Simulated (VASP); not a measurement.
# Mo (Pm-3m) in VASP: further runs, part 2 of 2

VASP 6.6.1. The steps go on from the part before.

## Step 3: Single point, PBE (volume scaled by 0.65)

INCAR reads:

```
PREC = Accurate ; ENCUT = 520
EDIFF = 1E-6 ; ISMEAR = -1
SIGMA = 0.08 ; LREAL = False
LASPH = True ; NELM = 100
ALGO = Normal ; ISIF = 2
LWAVE = False ; LCHARG = True
GGA = PE ; LELF = True
LVHAR = True ; NBANDS = 13
```

KPOINTS reads:

```
Automatic mesh
0
Gamma
  16 16 16
```

POSCAR reads:

```
Mo
1.0
    2.2553198533      0.0000000000      0.0000000000
    0.0000000000      2.2553198533      0.0000000000
    0.0000000000      0.0000000000      2.2553198533
Mo
1
Direct
    0.0000000000      0.0000000000      0.0000000000
```

Potentials or basis: VASP PAW PBE potentials, release 64 (Mo_sv).

Run with:

```bash
cat potpaw_PBE.64/Mo_sv/POTCAR > POTCAR
mpirun -np 1 vasp_std > vasp.out
```

It took 7.2 s on 1 thread of Intel Xeon 6975P-C (Granite Rapids), shared host; peak memory 0.13 GiB.

It converged, with:

| Quantity | Value |
| --- | --- |
| Free energy | -7.1400 eV |
| Pressure | 198.6 GPa |
| Band gap on the k mesh | zero (band 7 reaches 20.21 eV, above the bottom of band 8 at 16.86 eV) |

Levels at points of the mesh, in eV from the Fermi level:
| k point | band 4 | band 5 | band 6 | band 7 | band 8 | band 9 | band 10 | band 11 |
| --- | --- | --- | --- | --- | --- | --- | --- | --- |
| (0.00, 0.00, 0.00) | -33.56 | -7.48 | -7.13 | -7.13 | 6.63 | 6.63 | 6.63 | 19.59 |
| (0.50, 0.00, 0.00) | -33.08 | -5.59 | -3.98 | 0.53 | 0.53 | 0.83 | 7.31 | 14.56 |
| (0.50, 0.50, 0.00) | -32.63 | -9.56 | -3.03 | 1.82 | 1.82 | 8.79 | 8.79 | 10.74 |
| (0.50, 0.50, 0.50) | -36.67 | -6.93 | -6.93 | -6.93 | 6.11 | 11.22 | 11.22 | 20.84 |

## Step 4: Single point, PBE (volume scaled by 0.65)

INCAR reads:

```
SYSTEM = Mo
  ALGO = Normal
  EDIFF = 1E-6
  ENCUT = 520
  GGA = PE
  ISIF = 2
  ISMEAR = -1
  LASPH = .TRUE.
  LCHARG = .FALSE.
  LREAL = .FALSE.
  LWAVE = .FALSE.
  NBANDS = 13
  NELM = 100
  PREC = Accurate
  SIGMA = 0.08
```

KPOINTS reads:

```
k-points
0
G
  16 16 16
  0 0 0
```

POSCAR is that of step 3.

Potentials or basis: VASP PAW PBE potentials, release 64 (Mo_sv).

Run with:

```bash
cat potpaw_PBE.64/Mo_sv/POTCAR > POTCAR
mpirun -np 1 vasp_std > vasp.out
```

OUTCAR:

```text
SYSTEM = Mo
   EDIFF = 1E-6
   ENCUT = 520
   GGA = PE
   ISIF = 2
   ISMEAR = -1
   LASPH = .TRUE.
   LREAL = .FALSE.
   NELM = 100
   PREC = Accurate

 ion  position               nearest neighbor table
   1  0.000  0.000  0.000-

  LATTYP: Found a simple cubic cell.
 ALAT       =     2.2553198533

  Lattice vectors:

 A1 = (   2.2553198533,   0.0000000000,   0.0000000000)
 A2 = (   0.0000000000,   2.2553198533,   0.0000000000)
 A3 = (   0.0000000000,   0.0000000000,   2.2553198533)

Analysis of symmetry for initial positions (statically):
=====================================================================
 Subroutine PRICEL returns:
 Original cell was already a primitive cell.

 Routine SETGRP: Setting up the symmetry group for a
 simple cubic supercell.

 Subroutine GETGRP returns: Found 48 space group operations
 (whereof 48 operations were pure point group operations)
 out of a pool of 48 trial point group operations.

The static configuration has the point symmetry O_h .

Analysis of symmetry for dynamics (positions and initial velocities):
[... 167 lines left out ...]
      2     -15.4612      2.00000
      3     -15.4612      2.00000
      4     -15.4612      2.00000
      5      10.6218      2.00000
      6      10.9682      2.00000
      7      10.9682      2.00000
      8      24.7268      0.00000
      9      24.7268      0.00000
     10      24.7268      0.00000
     11      37.6939      0.00000
     12      37.6939      0.00000
     13      37.6939      0.00000
[... 354 lines left out ...]
  band No.  band energies     occupation
      1     -43.0752      2.00000
      2     -19.9346      2.00000
      3     -15.6963      2.00000
      4     -14.9124      2.00000
      5      13.1432      2.00000
      6      15.0120      2.00000
      7      15.2941      2.00000
      8      18.7951      0.00034
      9      21.9904      0.00000
     10      24.3281      0.00000
     11      33.0835      0.00000
     12      34.2367      0.00000
     13      41.7180      0.00000

 [... further k-points ...]

------------------------ aborting loop because EDIFF is reached ----------------------------------------

  FORCE on cell =-STRESS in cart. coord.  units (eV):
  Direction    XX          YY          ZZ          XY          YZ          ZX
  --------------------------------------------------------------------------------------
  -------------------------------------------------------------------------------------
  Total       14.2178424     14.2178424     14.2178424     -0.0000000      0.0000000      0.0000000
  in kB     1985.7284108   1985.7284108   1985.7284108     -0.0000000      0.0000000      0.0000000
  external PRESSURE =    1985.7284108 kB  Pullay stress =       0.0000000 kB

 VOLUME and BASIS-vectors are now :
 -----------------------------------------------------------------------------
  energy-cutoff  :      520.00
  volume of cell :       11.47
      direct lattice vectors                 reciprocal lattice vectors
     2.255319853  0.000000000  0.000000000     0.443396088  0.000000000  0.000000000
     0.000000000  2.255319853  0.000000000     0.000000000  0.443396088  0.000000000
     0.000000000  0.000000000  2.255319853     0.000000000  0.000000000  0.443396088

 POSITION                                       TOTAL-FORCE (eV/Angst)
 -----------------------------------------------------------------------------------
      0.00000      0.00000      0.00000         0.000000      0.000000      0.000000
 -----------------------------------------------------------------------------------
    total drift:                               -0.000000      0.000000      0.000000

  FREE ENERGIE OF THE ION-ELECTRON SYSTEM (eV)
  ---------------------------------------------------
  free  energy   TOTEN  =        -7.1399611691 eV

  energy  without entropy=       -7.1219175149  energy(sigma->0) =       -7.13093934
```

Run time: 6.8 s. Hardware: 1 thread of Intel Xeon 6975P-C (Granite Rapids), shared host; peak memory 0.13 GiB.

Results:

| Item | Value |
| --- | --- |
| Free energy | -7.1400 eV |
| Pressure | 198.6 GPa |
| Band gap on the k mesh | zero (band 7 reaches 20.21 eV, above the bottom of band 8 at 16.86 eV) |

## Step 5: Single point, PBE (volume scaled by 0.75)

INCAR reads:

```
ALGO = Normal
EDIFF = 1E-6
ENCUT = 520
GGA = PE
ISIF = 2
ISMEAR = -1
LASPH = T
LCHARG = F
LREAL = F
LWAVE = F
NBANDS = 13
NELM = 60
PREC = Accurate
SIGMA = 0.08
```

KPOINTS reads:

```
k-points
0
Gamma
  16 16 16
```

POSCAR reads:

```
Mo
1.0
    2.3655063155      0.0000000000      0.0000000000
    0.0000000000      2.3655063155      0.0000000000
    0.0000000000      0.0000000000      2.3655063155
Mo
1
Direct
    0.0000000000      0.0000000000      0.0000000000
```

Run with:

```bash
cat potpaw_PBE.64/Mo_sv/POTCAR > POTCAR
mpirun -np 1 vasp_std > vasp.out
```

It took 7.2 s on 1 thread of Intel Xeon 6975P-C (Granite Rapids), shared host; peak memory 0.13 GiB.

Results (log left out):

```yaml
Free_energy: -8.7218 eV
Pressure: 98.5 GPa
Band_gap_on_the_k_mesh: zero (band 7 reaches 17.23 eV, above the bottom of band 8 at 14.26 eV)
```

Levels at points of the mesh, in eV from the Fermi level:
```
           k point  band 3  band 4  band 5  band 6  band 7  band 8  band 9  band 10  band 11  band 12
(0.00, 0.00, 0.00)  -33.79  -33.79   -7.23   -5.92   -5.92    5.61    5.61     5.61    18.13    18.13
(0.50, 0.00, 0.00)  -33.47  -33.47   -4.63   -3.86    0.52    0.67    0.67     6.14    13.03    14.62
(0.50, 0.50, 0.00)  -36.48  -33.17   -7.84   -2.73    1.70    1.70    7.69     7.69     8.97    17.13
(0.50, 0.50, 0.50)  -36.02  -36.02   -5.61   -5.61   -5.61    6.87    9.34     9.34    17.66    17.66
```

## Step 6: Single point, PBE (volume scaled by 0.75)

INCAR reads:

```
SYSTEM = Mo
  PREC = Accurate
  ENCUT = 520
  EDIFF = 1E-7
  ISMEAR = -1
  SIGMA = 0.08
  LREAL = .FALSE.
  LASPH = .TRUE.
  NELM = 80
  ALGO = Normal
  ISIF = 2
  LWAVE = .FALSE.
  LCHARG = .TRUE.
  GGA = PE
  LELF = .TRUE.
  LVHAR = .TRUE.
  NBANDS = 13
```

KPOINTS reads:

```
Automatic mesh
0
G
  16 16 16
  0 0 0
```

POSCAR is that of step 5.

Potentials or basis: VASP PAW PBE potentials, release 64 (Mo_sv).

Run with:

```bash
cat potpaw_PBE.64/Mo_sv/POTCAR > POTCAR
mpirun -np 1 vasp_std > vasp.out
```

Run time: 7.7 s. Hardware: 1 thread of Intel Xeon 6975P-C (Granite Rapids), shared host; peak memory 0.14 GiB.

The run converged. Its results:

```
Free energy            : -8.7218 eV
Pressure               : 98.5 GPa
Band gap on the k mesh : zero (band 7 reaches 17.23 eV, above the bottom of band 8 at 14.26 eV)
```

Levels at points of the mesh, in eV from the Fermi level:
| k point | band 5 | band 6 | band 7 | band 8 | band 9 | band 10 |
| --- | --- | --- | --- | --- | --- | --- |
| (0.00, 0.00, 0.00) | -7.23 | -5.92 | -5.92 | 5.61 | 5.61 | 5.61 |
| (0.50, 0.00, 0.00) | -4.63 | -3.86 | 0.52 | 0.67 | 0.67 | 6.14 |
| (0.50, 0.50, 0.00) | -7.84 | -2.73 | 1.70 | 1.70 | 7.69 | 7.69 |
| (0.50, 0.50, 0.50) | -5.61 | -5.61 | -5.61 | 6.87 | 9.34 | 9.34 |

## Step 7: Overview

```tsv
cell	gap on the mesh (eV)	pressure (GPa)
a = 2.133 Å, 1 atom	none	392.3
a = 2.255 Å, 1 atom	none	198.6
a = 2.366 Å, 1 atom	none	98.5
```

Alike in all rows: task single point; level PBE; potentials or basis VASP PAW PBE potentials, release 64 (Mo_sv); no spin polarisation; k mesh 16 × 16 × 16; cutoff (eV) 520; smearing fermi-dirac 0.08 eV.

Total energies depend on the potentials used, so only differences within one code and one set of settings carry meaning.
